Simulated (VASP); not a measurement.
# I (Cmce) in VASP: a series of runs

Runs on I. Level: r2SCAN. Tasks: single point.

Everything below comes from runs of VASP 6.6.1. Logs are shortened: lines on timing, memory, paths and dates and some standing lists are left out, and cuts for length are marked.

## 1. The cell of the first run

Symmetry: Cmce, No. 64, orthorhombic system. The conventional cell has a = 7.255 Å, b = 4.795 Å, c = 9.780 Å, α = 90.00°, β = 90.00°, γ = 90.00°. Within 3.6 Å of I (site symmetry m) lie 3 I at 2.70 to 3.54 Å.

## 2. Single point, r2SCAN

File POSCAR:

```
I
1.0
    3.6275000000     -2.3975000000      0.0000000000
    3.6275000000      2.3975000000      0.0000000000
    0.0000000000      0.0000000000      9.7800000000
I
4
Direct
    0.8500000000      0.1500000000      0.1170000000
    0.6500000000      0.3500000000      0.6170000000
    0.1500000000      0.8500000000      0.8830000000
    0.3500000000      0.6500000000      0.3830000000
```

File INCAR.step1:

```
SYSTEM = I
PREC     = Accurate       ! precision mode
ENCUT    = 520            ! plane-wave cutoff, eV
ISMEAR   = 0              ! smearing method
SIGMA    = 0.1            ! smearing width, eV
LREAL    = .False.        ! projectors in reciprocal space
LASPH    = .True.         ! aspherical terms in the spheres
NELM     = 80             ! most SCF steps
NBANDS   = 22             ! bands
GGA      = PE             ! functional
ALGO     = Normal         ! electronic algorithm
EDIFF    = 1E-4           ! SCF threshold, eV
LWAVE    = .True.         ! write WAVECAR
LCHARG   = .False.        ! write CHGCAR
```

File INCAR.step2:

```
SYSTEM = I
PREC     = Accurate       ! precision mode
ENCUT    = 520            ! plane-wave cutoff, eV
EDIFF    = 1E-6           ! SCF threshold, eV
ISMEAR   = 0              ! smearing method
SIGMA    = 0.1            ! smearing width, eV
LREAL    = .False.        ! projectors in reciprocal space
LASPH    = .True.         ! aspherical terms in the spheres
NELM     = 80             ! most SCF steps
ALGO     = Normal         ! electronic algorithm
ISIF     = 2              ! what is computed and relaxed
LWAVE    = .False.        ! write WAVECAR
LCHARG   = .True.         ! write CHGCAR
METAGGA  = R2SCAN         ! meta-GGA
LMIXTAU  = .True.       
LELF     = .True.         ! ELF
LVHAR    = .True.       
NBANDS   = 22             ! bands
ISTART   = 1
```

File KPOINTS:

```
regular mesh
0
Gamma
  4 4 2
  0 0 0
```

Potentials or basis: VASP PAW PBE potentials, release 64 (I).

Started as:

```console
cat potpaw_PBE.64/I/POTCAR > POTCAR
cp INCAR.step1 INCAR
mpirun -np 1 vasp_std > vasp.out
cp INCAR.step2 INCAR
mpirun -np 1 vasp_std > vasp.out
```

OUTCAR:

```text
SYSTEM = I
   PREC = Accurate
   ENCUT = 520
   EDIFF = 1E-6
   ISMEAR = 0
   LREAL = .False.
   LASPH = .True.
   NELM = 80
   ISIF = 2
   METAGGA = R2SCAN
   ISTART = 1

 ion  position               nearest neighbor table
   1  0.850  0.150  0.117-   3 2.70   4 3.54   4 3.54
   2  0.650  0.350  0.617-   4 2.70   3 3.54   3 3.54
   3  0.150  0.850  0.883-   1 2.70   2 3.54   2 3.54
   4  0.350  0.650  0.383-   2 2.70   1 3.54   1 3.54

  LATTYP: Found a base centered orthorhombic cell.
 ALAT       =     4.7950000000
 B/A-ratio  =     1.5130344108
 C/A-ratio  =     2.0396246090

  Lattice vectors:

 A1 = (  -3.6275000000,  -2.3975000000,   0.0000000000)
 A2 = (   3.6275000000,  -2.3975000000,   0.0000000000)
 A3 = (   0.0000000000,   0.0000000000,   9.7800000000)

Analysis of symmetry for initial positions (statically):
=====================================================================
 Subroutine PRICEL returns:
 Original cell was already a primitive cell.

 Routine SETGRP: Setting up the symmetry group for a
 base centered orthorhombic supercell.

 Subroutine GETGRP returns: Found  8 space group operations
 (whereof  4 operations were pure point group operations)
 out of a pool of  8 trial point group operations.

The static configuration has the point symmetry C_2h.
 The point group associated with its full space group is D_2h.

Analysis of symmetry for dynamics (positions and initial velocities):
=====================================================================
 Subroutine PRICEL returns:
 Original cell was already a primitive cell.

 Routine SETGRP: Setting up the symmetry group for a
 base centered orthorhombic supercell.

 Subroutine GETGRP returns: Found  8 space group operations
 (whereof  4 operations were pure point group operations)
 out of a pool of  8 trial point group operations.

The dynamic configuration has the point symmetry C_2h.
 The point group associated with its full space group is D_2h.

 Subroutine INISYM returns: Found  8 space group operations
 (whereof  4 operations are pure point group operations),
[... 73 lines left out ...]
   total plane-waves  NPLWV =  81920
   dimension x,y,z NGX =    32 NGY =   32 NGZ =   80
   dimension x,y,z NGXF=    64 NGYF=   64 NGZF=  160
   ions per type =               4
   NGX,Y,Z   is equivalent  to a cutoff of  12.23, 12.23, 13.60 a.u.
   NGXF,Y,Z  is equivalent  to a cutoff of  24.47, 24.47, 27.20 a.u.
 SYSTEM =  I
   PREC   = accura    normal or accurate (medium, high low for compatibility)
   ISTART =      1    job   : 0-new  1-cont  2-samecut
   ICHARG =      0    charge: 1-file 2-atom 10-const
   ISPIN  =      1    spin polarized calculation?
   LNONCOLLINEAR =      F non collinear calculations
   LSORBIT =      F    spin-orbit coupling
   LASPH  =      T    aspherical Exc in radial PAW
   ENCUT  =  520.0 eV  38.22 Ry    6.18 a.u.   8.08  8.08 18.18*2*pi/ulx,y,z
   NELM   =     80;   NELMIN=  2; NELMDL=  0     # of ELM steps
   EDIFF  = 0.1E-05   stopping-criterion for ELM
   LREAL  =      F    real-space projection
[... 7 lines left out ...]
   TEBEG  =    0.0;   TEEND  =   0.0 temperature during run
   PSTRESS=    0.0 pullay stress
   NELECT =      28.0000    total number of electrons
   NUPDOWN=      -1.0000    fix difference up-down
   EMIN   =  10.00;   EMAX   =-10.00  energy-range for DOS
   EFERMI =   0.00;   METHOD = LEGACY
   ISMEAR =     0;   SIGMA  =   0.10  broadening in eV -4-tet -1-fermi 0-gaus
   EFERMI_NEDOS =   21; number of points for ismear=-14 and -15
   IALGO  =     38    algorithm
   IMIX   =      4    mixing-type and parameters
     AMIX     =   0.40;   BMIX     =  1.00
     AMIX_MAG =   1.60;   BMIX_MAG =  1.00
  volume/ion in A,a.u.               =      42.53       286.99
  Fermi-wavevector in a.u.,A,eV,Ry     =   0.897186  1.695436 10.951913  0.804943
  Thomas-Fermi vector in A             =   2.019739
   LORBIT       =      0    0 simple, 1 ext, 2 COOP (PROOUT), +10 PAW based schemes
   METAGGA = R2SCAN    functional components
   LHFCALC =     F    Hartree Fock is set to
   AEXX    =    0.0000 exact exchange contribution
   IVDW    =     0    specifies the selected vdW correction
   LEPSILON=     F    determine dielectric tensor
   LRPA    =     F    only Hartree local field effects (RPA)
 non-spin polarized calculation
 Gauss-broadening in eV      SIGMA  =   0.10
  energy-cutoff  :      520.00
  volume of cell :      170.11
 maximum number of plane-waves:      4624
   NGX = 17   NGY = 17   NGZ = 37

 number of electron      28.0000000 magnetization

 Free energy of the ion-electron system (eV)
  ---------------------------------------------------
  ext. energy  EPLUGINS =         0.00000000
  ---------------------------------------------------
  free energy    TOTEN  =       -98.17123937 eV

  energy without entropy =      -98.17123937  energy(sigma->0) =      -98.17123937

 E-fermi :   2.7416     XC(G=0):  -8.4117

 val. band max:        2.2638817766   @ k =   0.5000   0.0000   0.5000
 cond. band min:       3.7067311402   @ k =   0.5000   0.5000   0.0000
 fundamental gap:      1.4428493636
 Fermi energy:         2.7415665863

 k-point     1 :       0.0000    0.0000    0.0000
  band No.  band energies     occupation
      1     -11.7507      2.00000
      2     -11.2317      2.00000
      3      -9.6547      2.00000
      4      -8.5936      2.00000
      5      -2.4103      2.00000
      6      -0.9890      2.00000
[... 339 lines left out ...]
     21       9.9665      0.00000
     22       9.9665      0.00000

------------------------ aborting loop because EDIFF is reached ----------------------------------------

  FORCE on cell =-STRESS in cart. coord.  units (eV):
  Direction    XX          YY          ZZ          XY          YZ          ZX
  --------------------------------------------------------------------------------------
  -------------------------------------------------------------------------------------
  Total        0.7277058      0.5757030      1.4044845      0.0000000      0.0000000      0.0000000
  in kB        6.8538013      5.4221835     13.2279535      0.0000000      0.0000000      0.0000000
  external PRESSURE =       8.5013128 kB  Pullay stress =       0.0000000 kB

 VOLUME and BASIS-vectors are now :
 -----------------------------------------------------------------------------
  energy-cutoff  :      520.00
  volume of cell :      170.11
      direct lattice vectors                 reciprocal lattice vectors
     3.627500000 -2.397500000  0.000000000     0.137835975 -0.208550574  0.000000000
     3.627500000  2.397500000  0.000000000     0.137835975  0.208550574  0.000000000
     0.000000000  0.000000000  9.780000000     0.000000000  0.000000000  0.102249489

 POSITION                                       TOTAL-FORCE (eV/Angst)
 -----------------------------------------------------------------------------------
      3.62750     -1.67825      1.14426         0.000000      0.191278      0.351186
      3.62750     -0.71925      6.03426         0.000000     -0.191278      0.351186
      3.62750      1.67825      8.63574         0.000000     -0.191278     -0.351186
      3.62750      0.71925      3.74574         0.000000      0.191278     -0.351186
 -----------------------------------------------------------------------------------
    total drift:                                0.000000      0.000000      0.000000

  FREE ENERGIE OF THE ION-ELECTRON SYSTEM (eV)
  ---------------------------------------------------
  free  energy   TOTEN  =       -98.1712393707 eV

  energy  without entropy=      -98.1712393707  energy(sigma->0) =      -98.17123937
```

OSZICAR.step1:

```text
N       E                     dE             d eps       ncg     rms          rms(c)
DAV:   1     0.155301736919E+03    0.15530E+03   -0.10365E+04   616   0.102E+03
DAV:   2     0.605907961027E+01   -0.14924E+03   -0.14496E+03   838   0.159E+02
DAV:   3    -0.586942433995E+01   -0.11929E+02   -0.11887E+02   778   0.506E+01
DAV:   4    -0.614030187752E+01   -0.27088E+00   -0.27083E+00   762   0.919E+00
DAV:   5    -0.614793177682E+01   -0.76299E-02   -0.76297E-02   800   0.152E+00    0.957E+00
DAV:   6    -0.597540405725E+01    0.17253E+00   -0.15038E-01   712   0.173E+00    0.652E+00
DAV:   7    -0.592781224677E+01    0.47592E-01   -0.37943E-01   706   0.273E+00    0.664E-01
DAV:   8    -0.591748231280E+01    0.10330E-01   -0.53609E-02   670   0.108E+00    0.344E-01
DAV:   9    -0.591759772047E+01   -0.11541E-03   -0.13305E-03   748   0.200E-01    0.207E-01
DAV:  10    -0.591769356059E+01   -0.95840E-04   -0.10084E-04   452   0.607E-02
   1 F= -.59176936E+01 E0= -.59176936E+01  d E =-.177758E-10
```

It took 1.9 min on 1 thread of Intel Xeon Platinum 8124M at 3.00GHz (Skylake/Cascade Lake), shared host; peak memory 0.31 GiB.

Results:

```
Free energy            : -98.1712 eV
Pressure               : 0.9 GPa
Largest force          : 0.400 eV/Å
Band gap on the k mesh : 1.44 eV (least direct gap 1.61 eV)
```

Forces on the atoms (eV/Å):
```
I    0.000  0.191  0.351
I    0.000 -0.191  0.351
I    0.000 -0.191 -0.351
I    0.000  0.191 -0.351
```

Stress tensor (GPa, compression positive):
```
0.69 0.00 0.00
0.00 0.54 0.00
0.00 0.00 1.32
```

Caveat: the PAW data sets were made with another functional, which shifts forces and pressure a little; spin-orbit coupling is left out, which moves the levels of the heavy elements.

(Continued in part 2 of 2.)
